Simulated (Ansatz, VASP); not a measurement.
**MgCd3O4: VASP beside Ansatz**

```xyz
8
Lattice="4.6811 0.0000 0.0000 0.0000 4.6811 0.0000 0.0000 0.0000 4.6811" Properties=species:S:1:pos:R:3 pbc="T T T"
Mg    2.3405    2.3405    2.3405
Cd    2.3405    0.0000    0.0000
Cd    0.0000    0.0000    2.3405
Cd    0.0000    2.3405    0.0000
O     0.0000    2.3405    2.3405
O     2.3405    2.3405    0.0000
O     0.0000    0.0000    0.0000
O     2.3405    0.0000    2.3405
```

Alike in both runs: task relaxation of cell and atoms; functional PBE; k mesh 8 × 8 × 8; occupations gaussian, width 0.1 eV; no spin polarisation.

```csv
,VASP,Ansatz
version,VASP 6.6.1,Ansatz 0.2.0
potentials or method,"VASP PAW PBE potentials, release 64 (Mg, Cd, O), cutoff 600 eV","scalar-relativistic, plane waves, PAW"
valence electrons in the cell,62,94
```

Ansatz gave:

```
gap on the k mesh at the Fermi level, each at its own relaxed structure (eV) : none
relaxed volume (Å³/atom)                                                     : 12.81
relaxed cell length with the largest relative difference (Å)                 : 4.680
```

Question: What did VASP give for the same quantities?

Answer: gap on the k mesh at the Fermi level, each at its own relaxed structure (eV): none; relaxed volume (Å³/atom): 12.89; relaxed cell length with the largest relative difference (Å): 4.690.

A gap of «none» marks a metal or a gap that the smearing closes. VASP's potentials hold 62 valence electrons a cell and Ansatz's 94, so a difference there can come from the potentials and not from the codes.
